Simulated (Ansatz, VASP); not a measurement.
Ag in VASP and in Ansatz

```
Ag
1.0
    -1.64945    1.65565    1.64945
     1.66186   -1.65565    1.66186
     1.64945    1.65565   -1.64945
Ag
1
Direct
  0.00000 0.00000 0.00000
```

Change from the starting cell: strain +0.0075 x Voigt [0, 0, 0, 0, 1, 0], atoms carried along.

Alike in both runs: task single point; functional PBEsol; k mesh 20 × 20 × 20; occupations gaussian, width 0.15 eV; no spin polarisation.

|  | VASP | Ansatz |
| --- | --- | --- |
| version | VASP 6.6.1 | Ansatz 0.2.0 |
| potentials or method | VASP PAW PBE potentials, release 64 (Ag), cutoff 520 eV | scalar-relativistic, plane waves, PAW |
| valence electrons in the cell | 11 | 19 |

```tsv
	VASP	Ansatz	Ansatz less VASP
gap on the k mesh at the Fermi level (eV)	none	none	-
pressure (GPa)	-7.3	-7.2	+0.11
traceless stress, the component that is largest in VASP (GPa)	-0.24	-0.24	+0.002
```

VASP's potentials were made for PBE, not for PBEsol. A gap of «none» marks a metal or a gap that the smearing closes. VASP's potentials hold 11 valence electrons a cell and Ansatz's 19, so a difference there can come from the potentials and not from the codes.
